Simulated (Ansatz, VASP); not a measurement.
MgO: VASP beside Ansatz

```
Mg O
1.0
     0.00000    2.05925    2.05925
     2.05925    0.00000    2.05925
     2.05925    2.05925    0.00000
Mg O
1 1
Cartesian
  0.0000 0.0000 0.0000
  2.0593 2.0593 2.0593
```

Alike in both runs: task single point; functional r2SCAN; k mesh 10 × 10 × 10; occupations gaussian, width 0.02 eV; no spin polarisation.

```csv
,VASP,Ansatz
version,VASP 6.6.1,Ansatz 0.2.0
potentials or method,"VASP PAW PBE potentials, release 64 (Mg_sv, O), cutoff 660 eV","scalar-relativistic, plane waves, PAW"
valence electrons in the cell,16,16
```

|  | VASP | Ansatz | Ansatz less VASP |
| --- | --- | --- | --- |
| gap on the k mesh at the Fermi level (eV) | 6.37 | 6.34 | -0.026 |
| least direct gap on the mesh (eV) | 6.37 | 6.34 | -0.026 |
| pressure (GPa) | 11.7 | 11.7 | -0.02 |

VASP's potentials were made for PBE, not for r2SCAN.
